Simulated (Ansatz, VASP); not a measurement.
**FeNi3: VASP beside Ansatz**

The input POSCAR:

```
FeNi3
1.0
    0.0000000000      2.8628793494      2.8628793494
    2.8628793494      0.0000000000      2.8628793494
    2.8628793494      2.8628793494      0.0000000000
Fe Ni
1 3
Direct
    0.0000000000      0.0000000000      0.0000000000
    0.7500000000      0.7500000000      0.7500000000
    0.2500000000      0.2500000000      0.2500000000
    0.5000000000      0.5000000000      0.5000000000
```

Contents of INCAR.step1:

```
SYSTEM = FeNi3
PREC = Accurate ; ENCUT = 520
ISMEAR = 1 ; SIGMA = 0.1
LREAL = .False. ; LASPH = .True.
NELM = 150 ; ISPIN = 2
MAGMOM = 2.4 1 1 1 ; LMAXMIX = 4
NBANDS = 31 ; GGA = PE
ALGO = Normal ; EDIFF = 1E-4
LWAVE = .True. ; LCHARG = .False.
```

Contents of INCAR.step2:

```
SYSTEM = FeNi3
PREC = Accurate ; ENCUT = 520
EDIFF = 1E-6 ; ISMEAR = 1
SIGMA = 0.1 ; LREAL = .False.
LASPH = .True. ; NELM = 150
ALGO = Normal ; ISIF = 2
LWAVE = .False. ; LCHARG = .False.
ISPIN = 2 ; MAGMOM = 2.4 1 1 1
LORBIT = 11 ; LMAXMIX = 4
METAGGA = R2SCAN ; LMIXTAU = .True.
NBANDS = 31 ; ISTART = 1
```

File KPOINTS:

```
Automatic mesh
0
Gamma
  7 7 7
  0 0 0
```

Input for Ansatz:

```yaml
crystal:
  lattice:
    - [0.0, 2.8628793493969527, 2.8628793493969527]
    - [2.8628793493969527, 0.0, 2.8628793493969527]
    - [2.8628793493969527, 2.8628793493969527, 0.0]
  atoms:
    - { symbol: Fe, position: [0.0, 0.0, 0.0], spin: 2.4 }
    - { symbol: Ni, position: [0.75, 0.75, 0.75], spin: 1.0 }
    - { symbol: Ni, position: [0.25, 0.25, 0.25], spin: 1.0 }
    - { symbol: Ni, position: [0.5, 0.5, 0.5], spin: 1.0 }
basis:
  ecutwfc: 600.0
kpoints:
  mp_grid:
    grid: [7, 7, 7]
hamiltonian:
  xc: r2scan
magnetization:
  spin_polarized: true
scf:
  convergence:
    dr2_threshold: 1.0e-08
  occupations:
    method: cold
  eigensolver:
    kind: davidson
    mixed_precision: false
```

Alike in both runs: task single point; functional r2SCAN; k mesh 7 × 7 × 7; collinear spin.

|  | VASP | Ansatz |
| --- | --- | --- |
| version | VASP 6.6.1 | Ansatz 0.2.0 |
| potentials or method | VASP PAW PBE potentials, release 64 (Fe, Ni), cutoff 520 eV | plane waves, PAW |
| occupations | methfessel-paxton of order 1, width 0.1 eV | cold |
| valence electrons in the cell | 38 | 70 |

|  | VASP | Ansatz | Ansatz less VASP |
| --- | --- | --- | --- |
| net moment per atom (μB) | 1.26 | 1.26 | +0.004 |
| size of the moment on the site where the two differ most (μB) | 0.72 | 0.79 | +0.067 |

VASP's potentials were made for PBE, not for r2SCAN. Site moments also hang on the region over which each program counts them. VASP's potentials hold 38 valence electrons a cell and Ansatz's 70, so a difference there can come from the potentials and not from the codes. Ansatz's warnings: stability check not made.
